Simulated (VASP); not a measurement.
# Ni in VASP: notebook

Runs on Ni. Level: r2SCAN. Tasks: single point.

All numbers are computed with VASP 6.6.1; they aren't measurements. Logs are shortened: lines on timing, memory, paths and dates and some standing lists are left out, and cuts for length are marked.

### Step 1. The cell of the first run

The structure is cubic, space group Fm-3m (No. 225). Conventional cell: a = 3.466 Å, b = 3.466 Å, c = 3.466 Å, α = 90.00°, β = 90.00°, γ = 90.00°. Ni (site symmetry m-3m) has 12 Ni at 2.45 Å within 3.2 Å.

### Step 2. Single point, r2SCAN

The input, POSCAR:

```
Ni
1.0
    0.0000000000      1.7330608651      1.7330608651
    1.7330608651      0.0000000000      1.7330608651
    1.7330608651      1.7330608651      0.0000000000
Ni
1
Direct
    0.0000000000      0.0000000000      0.0000000000
```

The input, INCAR.step1:

```
  PREC = Accurate
  ENCUT = 520
  ISMEAR = -1
  SIGMA = 0.6
  LREAL = F
  LASPH = T
  NELM = 100
  NBANDS = 11
  GGA = PE
  ALGO = Normal
  EDIFF = 1E-4
  LWAVE = T
  LCHARG = F
```

The input, INCAR.step2:

```
  PREC = Accurate
  ENCUT = 520
  EDIFF = 1E-7
  ISMEAR = -1
  SIGMA = 0.6
  LREAL = F
  LASPH = T
  NELM = 100
  ALGO = Normal
  ISIF = 2
  LWAVE = F
  LCHARG = F
  METAGGA = R2SCAN
  LMIXTAU = T
  NBANDS = 11
  ISTART = 1
```

The input, KPOINTS:

```
regular mesh
0
Gamma
  15 15 15
```

Potentials or basis: VASP PAW PBE potentials, release 64 (Ni).

Started as:

```
$ cat potpaw_PBE.64/Ni/POTCAR > POTCAR
$ cp INCAR.step1 INCAR
$ mpirun -np 1 vasp_std > vasp.out
$ cp INCAR.step2 INCAR
$ mpirun -np 1 vasp_std > vasp.out
```

OUTCAR:

```text
PREC = Accurate
   ENCUT = 520
   EDIFF = 1E-7
   ISMEAR = -1
   LREAL = F
   LASPH = T
   NELM = 100
   ISIF = 2
   METAGGA = R2SCAN
   ISTART = 1

 ion  position               nearest neighbor table
   1  0.000  0.000  0.000-

  LATTYP: Found a face centered cubic cell.
 ALAT       =     3.4661217302

  Lattice vectors:

 A1 = (   0.0000000000,   1.7330608651,   1.7330608651)
 A2 = (   1.7330608651,   0.0000000000,   1.7330608651)
 A3 = (   1.7330608651,   1.7330608651,   0.0000000000)

Analysis of symmetry for initial positions (statically):
=====================================================================
 Subroutine PRICEL returns:
 Original cell was already a primitive cell.

 Routine SETGRP: Setting up the symmetry group for a
 face centered cubic supercell.

 Subroutine GETGRP returns: Found 48 space group operations
 (whereof 48 operations were pure point group operations)
 out of a pool of 48 trial point group operations.

The static configuration has the point symmetry O_h .

Analysis of symmetry for dynamics (positions and initial velocities):
=====================================================================
 Subroutine PRICEL returns:
 Original cell was already a primitive cell.

 Routine SETGRP: Setting up the symmetry group for a
 face centered cubic supercell.

 Subroutine GETGRP returns: Found 48 space group operations
 (whereof 48 operations were pure point group operations)
 out of a pool of 48 trial point group operations.

The dynamic configuration has the point symmetry O_h .

 Subroutine INISYM returns: Found 48 space group operations
 (whereof 48 operations are pure point group operations),
 and found     1 'primitive' translations

----------------------------------------------------------------------------------------

                                     Primitive cell

  volume of cell :      10.4105

  direct lattice vectors                    reciprocal lattice vectors
     0.000000000  1.733060865  1.733060865    -0.288506890  0.288506890  0.288506890
     1.733060865  0.000000000  1.733060865     0.288506890 -0.288506890  0.288506890
     1.733060865  1.733060865  0.000000000     0.288506890  0.288506890 -0.288506890

  length of vectors
     2.450918180  2.450918180  2.450918180     0.499708591  0.499708591  0.499708591

  position of ions in fractional coordinates (direct lattice)
     0.000000000  0.000000000  0.000000000

  ion indices of the primitive-cell ions
   primitive index   ion index
                 1           1

----------------------------------------------------------------------------------------

 KPOINTS: regular mesh

Automatic generation of k-mesh.
 Grid dimensions read from file:
 generate k-points for:   15   15   15

 Generating k-lattice:

  Cartesian coordinates                     Fractional coordinates (reciprocal lattice)
    -0.019233793  0.019233793  0.019233793     0.066666667  0.000000000  0.000000000
     0.019233793 -0.019233793  0.019233793     0.000000000  0.066666667  0.000000000
     0.019233793  0.019233793 -0.019233793     0.000000000  0.000000000  0.066666667

  Length of vectors
     0.033313906  0.033313906  0.033313906

  Shift w.r.t. Gamma in fractional coordinates (k-lattice)
     0.000000000  0.000000000  0.000000000

 Subroutine IBZKPT returns following result:
 ===========================================

 Found    120 irreducible k-points:

 Following reciprocal coordinates:
            Coordinates               Weight
  0.000000  0.000000  0.000000      1.000000
  0.066667  0.000000  0.000000      8.000000
  0.133333  0.000000  0.000000      8.000000
  0.200000  0.000000  0.000000      8.000000
  0.266667  0.000000  0.000000      8.000000
  0.333333  0.000000  0.000000      8.000000
[... 16 lines left out ...]
  0.133333  0.133333  0.000000      6.000000
  0.200000  0.133333  0.000000     24.000000
 [... further k-points ...]
   k-points           NKPTS =    120   k-points in BZ     NKDIM =    120   number of bands    NBANDS=     11
   number of dos      NEDOS =    301   number of ions     NIONS =      1
   total plane-waves  NPLWV =   5832
   dimension x,y,z NGX =    18 NGY =   18 NGZ =   18
   dimension x,y,z NGXF=    36 NGYF=   36 NGZF=   36
   ions per type =               1
   NGX,Y,Z   is equivalent  to a cutoff of  12.21, 12.21, 12.21 a.u.
   NGXF,Y,Z  is equivalent  to a cutoff of  24.42, 24.42, 24.42 a.u.
 SYSTEM =  unknown system
   PREC   = accura    normal or accurate (medium, high low for compatibility)
   ISTART =      1    job   : 0-new  1-cont  2-samecut
   ICHARG =      0    charge: 1-file 2-atom 10-const
   ISPIN  =      1    spin polarized calculation?
   LNONCOLLINEAR =      F non collinear calculations
   LSORBIT =      F    spin-orbit coupling
   LASPH  =      T    aspherical Exc in radial PAW
   ENCUT  =  520.0 eV  38.22 Ry    6.18 a.u.   4.56  4.56  4.56*2*pi/ulx,y,z
   NELM   =    100;   NELMIN=  2; NELMDL=  0     # of ELM steps
   EDIFF  = 0.1E-06   stopping-criterion for ELM
   LREAL  =      F    real-space projection
   EDIFFG = 0.1E-05   stopping-criterion for IOM
   NSW    =      0    number of steps for IOM
   IBRION =     -1    ionic relax: 0-MD 1-quasi-New 2-CG
   NFREE  =      0    steps in history (QN), initial steepest desc. (CG)
   ISIF   =      2    stress and relaxation
   ISYM   =      2    0-nonsym 1-usesym 2-fastsym
   POTIM  = 0.5000    time-step for ionic-motion
   TEBEG  =    0.0;   TEEND  =   0.0 temperature during run
   PSTRESS=    0.0 pullay stress
   NELECT =      10.0000    total number of electrons
   NUPDOWN=      -1.0000    fix difference up-down
   EMIN   =  10.00;   EMAX   =-10.00  energy-range for DOS
   EFERMI =   0.00;   METHOD = LEGACY
   ISMEAR =    -1;   SIGMA  =   0.60  broadening in eV -4-tet -1-fermi 0-gaus
   EFERMI_NEDOS =   21; number of points for ismear=-14 and -15
   IALGO  =     38    algorithm
   IMIX   =      4    mixing-type and parameters
     AMIX     =   0.40;   BMIX     =  1.00
     AMIX_MAG =   1.60;   BMIX_MAG =  1.00
  volume/ion in A,a.u.               =      10.41        70.25
  Fermi-wavevector in a.u.,A,eV,Ry     =   1.615292  3.052459 35.499885  2.609168
  Thomas-Fermi vector in A             =   2.710063
   LORBIT       =      0    0 simple, 1 ext, 2 COOP (PROOUT), +10 PAW based schemes
   METAGGA = R2SCAN    functional components
   LHFCALC =     F    Hartree Fock is set to
   AEXX    =    0.0000 exact exchange contribution
   IVDW    =     0    specifies the selected vdW correction
   LEPSILON=     F    determine dielectric tensor
   LRPA    =     F    only Hartree local field effects (RPA)
 non-spin polarized calculation
  energy-cutoff  :      520.00
  volume of cell :       10.41
 maximum number of plane-waves:       295
   NGX =  9   NGY =  9   NGZ =  9

 number of electron       9.9999994 magnetization

 Free energy of the ion-electron system (eV)
  ---------------------------------------------------
  ext. energy  EPLUGINS =         0.00000000
  ---------------------------------------------------
  free energy    TOTEN  =       -12.67844200 eV

  energy without entropy =      -11.31590437  energy(sigma->0) =      -11.99717318

 E-fermi :  10.0917     XC(G=0): -14.6847

 val. band max:       10.0661545089   @ k =   0.4000   0.3333   0.0000
 cond. band min:      10.1165511893   @ k =   0.4000   0.2667   0.0000
 fundamental gap:      0.0503966804
 Fermi energy:        10.0917068501

 k-point     1 :       0.0000    0.0000    0.0000
  band No.  band energies     occupation
      1       0.1175      2.00000
      2       7.5531      1.97134
      3       7.5531      1.97134
      4       7.5531      1.97134
      5       8.7048      1.81965
      6       8.7048      1.81965
      7      34.7609      0.00000
      8      39.4462      0.00000
      9      39.4462      0.00000
     10      39.4464      0.00000
     11      42.3352      0.00000

 k-point     2 :       0.0667    0.0000    0.0000
  band No.  band energies     occupation
      1       0.3043      2.00000
      2       7.5000      1.97374
      3       7.5958      1.96926
      4       7.5958      1.96926
      5       8.6865      1.82459
      6       8.6865      1.82459
      7      34.1929      0.00000
      8      37.3000      0.00000
      9      38.9999      0.00000
     10      39.0000      0.00000
     11      42.9800      0.00000

 k-point     3 :       0.1333    0.0000    0.0000
  band No.  band energies     occupation
      1       0.8527      2.00000
      2       7.3617      1.97909
      3       7.6973      1.96370
      4       7.6973      1.96370
      5       8.6576      1.83215
      6       8.6576      1.83215
      7      31.5601      0.00000
      8      35.9950      0.00000
      9      38.2315      0.00000
     10      38.2316      0.00000
     11      43.5978      0.00000

 k-point     4 :       0.2000    0.0000    0.0000
  band No.  band energies     occupation
      1       1.7200      2.00000
      2       7.2012      1.98396
      3       7.7730      1.95891
      4       7.7731      1.95891
      5       8.6986      1.82134
      6       8.6986      1.82134
      7      28.0048      0.00000
      8      35.4372      0.00000
      9      37.5565      0.00000
     10      37.5566      0.00000
     11      43.7404      0.00000

 k-point     5 :       0.2667    0.0000    0.0000
  band No.  band energies     occupation
      1       2.8023      1.99999
      2       7.1368      1.98558
      3       7.7439      1.96082
      4       7.7440      1.96082
      5       8.8770      1.76670
      6       8.8770      1.76669
      7      24.4921      0.00000
      8      34.7926      0.00000
      9      37.0575      0.00000
     10      37.0576      0.00000
     11      42.5525      0.00000
[... 211 lines left out ...]
 k-point    21 :      -0.1333    0.0667    0.0000
  band No.  band energies     occupation
      1       1.2677      2.00000
      2       7.2448      1.98276
      3       7.7633      1.95956
      4       7.7802      1.95843
      5       8.5146      1.86534
      6       8.7915      1.79450
      7      30.4950      0.00000
      8      33.6180      0.00000
      9      37.9183      0.00000
     10      40.1651      0.00000
     11      41.7721      0.00000

 k-point    22 :      -0.0667    0.0667    0.0000
  band No.  band energies     occupation
      1       0.6116      2.00000
      2       7.4050      1.97754
      3       7.6583      1.96594
      4       7.6758      1.96495
      5       8.5988      1.84662
      6       8.7267      1.81358
      7      33.2671      0.00000
      8      35.2410      0.00000
      9      37.9677      0.00000
     10      40.1112      0.00000
     11      42.5002      0.00000

 k-point    23 :       0.1333    0.1333    0.0000
  band No.  band energies     occupation
      1       1.0929      2.00000
      2       7.1908      1.98423
      3       7.8353      1.95452
      4       7.8353      1.95452
      5       8.3908      1.88905
      6       8.8302      1.78228
      7      33.3370      0.00000
      8      34.9754      0.00000
      9      34.9755      0.00000
     10      35.9953      0.00000
     11      43.6537      0.00000

 k-point    24 :       0.2000    0.1333    0.0000
  band No.  band energies     occupation
      1       1.7285      2.00000
      2       7.0115      1.98828
      3       7.9242      1.94745
      4       7.9707      1.94334
      5       8.3366      1.89815
      6       8.9010      1.75832
      7      30.8602      0.00000
      8      33.7958      0.00000
      9      33.8920      0.00000
     10      36.4297      0.00000
     11      41.8581      0.00000

 [... further k-points ...]
[... 5 lines left out ...]
  --------------------------------------------------------------------------------------
  -------------------------------------------------------------------------------------
  Total        0.6681120      0.6681120      0.6681120      0.0000000      0.0000000      0.0000000
  in kB      102.8225659    102.8225659    102.8225659      0.0000000      0.0000000      0.0000000
  external PRESSURE =     102.8225659 kB  Pullay stress =       0.0000000 kB

 VOLUME and BASIS-vectors are now :
 -----------------------------------------------------------------------------
  energy-cutoff  :      520.00
  volume of cell :       10.41
      direct lattice vectors                 reciprocal lattice vectors
     0.000000000  1.733060865  1.733060865    -0.288506890  0.288506890  0.288506890
     1.733060865  0.000000000  1.733060865     0.288506890 -0.288506890  0.288506890
     1.733060865  1.733060865  0.000000000     0.288506890  0.288506890 -0.288506890

 POSITION                                       TOTAL-FORCE (eV/Angst)
 -----------------------------------------------------------------------------------
      0.00000      0.00000      0.00000        -0.000000     -0.000000     -0.000000
 -----------------------------------------------------------------------------------
    total drift:                                0.000000     -0.000000      0.000000

  FREE ENERGIE OF THE ION-ELECTRON SYSTEM (eV)
  ---------------------------------------------------
  free  energy   TOTEN  =       -12.6784419968 eV

  energy  without entropy=      -11.3159043730  energy(sigma->0) =      -11.99717318
```

Wall time 26 s (1 thread of Intel Xeon 6975P-C (Granite Rapids), shared host); peak memory 0.13 GiB.

Results:

- Free energy: -12.6784 eV
- Pressure: 10.3 GPa
- Band gap on the k mesh: zero (band 5 reaches 9.72 eV, above the bottom of band 6 at 8.66 eV)

Caveat: the PAW data sets were made with another functional, which shifts forces and pressure a little; the run has no spin polarisation, though such a crystal can be magnetic.

### Step 3. Single point, r2SCAN

POSCAR is that of step 2.

The input, INCAR.step1:

```
ALGO     = Normal         # electronic algorithm
EDIFF    = 1E-4           # SCF threshold, eV
ENCUT    = 520            # plane-wave cutoff, eV
GGA      = PE             # functional
ISMEAR   = -1             # smearing method
LASPH    = True           # aspherical terms in the spheres
LCHARG   = False          # write CHGCAR
LREAL    = False          # projectors in reciprocal space
LWAVE    = True           # write WAVECAR
NBANDS   = 11             # bands
NELM     = 60             # most SCF steps
PREC     = Accurate       # precision mode
SIGMA    = 1.0            # smearing width, eV
```

The input, INCAR.step2:

```
ALGO     = Normal         # electronic algorithm
EDIFF    = 1E-6           # SCF threshold, eV
ENCUT    = 520            # plane-wave cutoff, eV
ISIF     = 2              # what is computed and relaxed
ISMEAR   = -1             # smearing method
ISTART   = 1            
LASPH    = True           # aspherical terms in the spheres
LCHARG   = False          # write CHGCAR
LMIXTAU  = True         
LREAL    = False          # projectors in reciprocal space
LWAVE    = False          # write WAVECAR
METAGGA  = R2SCAN         # meta-GGA
NBANDS   = 11             # bands
NELM     = 60             # most SCF steps
PREC     = Accurate       # precision mode
SIGMA    = 1.0            # smearing width, eV
```

The input, KPOINTS:

```
k-points
0
Gamma
  15 15 15
```

Potentials or basis: VASP PAW PBE potentials, release 64 (Ni).

Started as:

```
$ cat potpaw_PBE.64/Ni/POTCAR > POTCAR
$ cp INCAR.step1 INCAR
$ mpirun -np 1 vasp_std > vasp.out
$ cp INCAR.step2 INCAR
$ mpirun -np 1 vasp_std > vasp.out
```

Wall time 22 s (1 thread of Intel Xeon 6975P-C (Granite Rapids), shared host); peak memory 0.12 GiB.

Results (log left out):

```
Free energy            : -13.7609 eV
Pressure               : 22.5 GPa
Band gap on the k mesh : zero (band 5 reaches 9.65 eV, above the bottom of band 6 at 8.60 eV)
```

Levels at points of the mesh, in eV from the Fermi level:
```
           k point  band 2  band 3  band 4  band 5  band 6  band 7  band 8  band 9
(0.00, 0.00, 0.00)   -3.07   -3.07   -3.07   -1.91   -1.91   24.21   28.90   28.90
```

Caveat: the PAW data sets were made with another functional, which shifts forces and pressure a little; the run has no spin polarisation, though such a crystal can be magnetic.

### Step 4. Single point, r2SCAN, collinear spin, ferromagnetic start

This run uses another cell than the first one: it holds 2 atoms, not 1.

The input, POSCAR:

```
Ni
1.0
    2.4578059482      0.0000000000      0.0000000000
    0.0000000000      2.4578059482      0.0000000000
    0.0000000000      0.0000000000      3.4806700991
Ni
2
Direct
    0.0000000000      0.0000000000      0.0000000000
    0.5000000000      0.5000000000      0.5000000000
```

The input, INCAR.step1:

```
  PREC = Accurate
  ENCUT = 520
  ISMEAR = -1
  SIGMA = 0.1
  LREAL = False
  LASPH = True
  NELM = 150
  ISPIN = 2
  MAGMOM = -0.805 -0.805
  LMAXMIX = 4
  NBANDS = 21
  GGA = PE
  ALGO = Normal
  EDIFF = 1E-4
  LWAVE = True
  LCHARG = False
```

The input, INCAR.step2:

```
  PREC = Accurate
  ENCUT = 520
  EDIFF = 1E-6
  ISMEAR = -1
  SIGMA = 0.1
  LREAL = False
  LASPH = True
  NELM = 150
  ALGO = Normal
  ISIF = 2
  LWAVE = False
  LCHARG = False
  ISPIN = 2
  MAGMOM = -0.805 -0.805
  LORBIT = 11
  LMAXMIX = 4
  METAGGA = R2SCAN
  LMIXTAU = True
  NBANDS = 21
  ISTART = 1
```

The input, KPOINTS:

```
Automatic mesh
0
Gamma
  7 7 5
```

Started as:

```
$ cat potpaw_PBE.64/Ni/POTCAR > POTCAR
$ cp INCAR.step1 INCAR
$ mpirun -np 1 vasp_std > vasp.out
$ cp INCAR.step2 INCAR
$ mpirun -np 1 vasp_std > vasp.out
```

It took 2.5 min on 1 thread of Intel Xeon 8259CL, shared host; peak memory 0.15 GiB.

Results (log left out):

```
Free energy                                           : -23.9332 eV
Pressure                                              : 0.9 GPa
Net moment                                            : -1.46 μB per cell
Site moments                                          : Ni -0.75 μB
Valence electrons inside the program's atomic spheres : Ni 9.41
```

Stress tensor (GPa, compression positive):
```
 1.39  0.00  0.00
 0.00  1.39  0.00
 0.00  0.00 -0.18
```

Levels at points of the mesh, in eV from the Fermi level:
Spin up:
| k point | band 8 | band 9 | band 10 | band 11 | band 12 | band 13 |
| --- | --- | --- | --- | --- | --- | --- |
| (0.00, 0.00, 0.00) | -0.90 | -0.14 | 0.56 | 0.56 | 2.24 | 9.99 |
Spin down:
```csv
k point,band 7,band 8,band 9,band 10,band 11,band 12,band 13,band 14,band 15,band 16
"(0.00, 0.00, 0.00)",-1.70,-1.67,-0.94,-0.94,-0.92,2.48,9.63,15.76,15.76,20.53
```

Caveat: the k points lie up to 0.37 Å⁻¹ apart; the PAW data sets were made with another functional, which shifts forces and pressure a little.

### Step 5. The runs side by side

```tsv
spin	cell	k mesh	smearing	gap on the mesh (eV)	pressure (GPa)
off	a = 2.451 Å, angles 60.0°, 1 atom	15 × 15 × 15	fermi-dirac 0.6 eV	none	10.3
off	a = 2.451 Å, angles 60.0°, 1 atom	15 × 15 × 15	fermi-dirac 1 eV	none	22.5
collinear, ferromagnetic start	a = 2.458, b = 2.458, c = 3.481 Å, 2 atoms	7 × 7 × 5	fermi-dirac 0.1 eV	none	0.9
```

Alike in all rows: task single point; level r2SCAN; potentials or basis VASP PAW PBE potentials, release 64 (Ni); cutoff (eV) 520.

Caveats: some runs use coarse meshes; the PAW data sets were made with another functional, which shifts forces and pressure a little.

Absolute energies hang on the potentials; compare differences alone.
